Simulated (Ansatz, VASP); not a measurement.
Given: the input of a run of Ansatz 0.2.0 on Ge.

The input input.yaml:

```yaml
crystal:
  lattice:
    - [1.488052925, -2.59468961, 0.0]
    - [1.488052925, 2.59468961, 0.0]
    - [0.0, 0.0, 4.72759579]
  atoms:
    - { symbol: Ge, position: [0.33344663, 0.66655337, 0.25] }
    - { symbol: Ge, position: [0.66655337, 0.33344663, 0.75] }
hamiltonian:
  xc: pbe
  pseudopotentials: { kind: paw }
kpoints:
  mp_grid: { grid: [10, 10, 6] }
scf:
  occupations: { method: gaussian, width: 0.023 }
output:
  forces: true
  stress: true
  eigenvalues: true
```

Potentials or basis: Ansatz PAW.

Run with:

```console
$ ansatz run input.yaml --threads 2 --pin off --max-ram 5632MiB --backend cpu --events-out ev --progress --plain --runs-dir out
```

Translate it to VASP 6.6.1. Potentials there: VASP PAW PBE potentials, release 64 (Ge_d).

As run (the cutoff follows the program's own potentials):

File INCAR:

```
SYSTEM = Ge
PREC = Accurate ; ENCUT = 520
EDIFF = 1E-6 ; ISMEAR = 0
SIGMA = 0.023 ; LREAL = .FALSE.
LASPH = .TRUE. ; NELM = 80
ALGO = Normal ; ISIF = 2
LWAVE = .FALSE. ; LCHARG = .FALSE.
GGA = PE ; NBANDS = 21
```

Contents of KPOINTS:

```
regular mesh
0
G
  10 10 6
  0 0 0
```

File POSCAR:

```
Ge
1.0
    1.4880529250     -2.5946896100      0.0000000000
    1.4880529250      2.5946896100      0.0000000000
    0.0000000000      0.0000000000      4.7275957900
Ge
2
Direct
    0.3334466300      0.6665533700      0.2500000000
    0.6665533700      0.3334466300      0.7500000000
```

Potentials or basis: VASP PAW PBE potentials, release 64 (Ge_d).

Command:

```console
$ cat potpaw_PBE.64/Ge_d/POTCAR > POTCAR
$ mpirun -np 1 vasp_std > vasp.out
```

Both were run:

|  | VASP | Ansatz | Ansatz less VASP |
| --- | --- | --- | --- |
| gap on the k mesh at the Fermi level (eV) | none | none | - |
| pressure (GPa) | 4.4 | 4.3 | -0.03 |
| traceless stress, the component that is largest in VASP (GPa) | -1.18 | -1.18 | -0.002 |
| rms of the force components (eV/Å) | 0.007 | 0.007 | +0.0001 |

Atom by atom the forces differ by 0.000 eV/Å (rms over components). A gap of «none» marks a metal or a gap that the smearing closes.
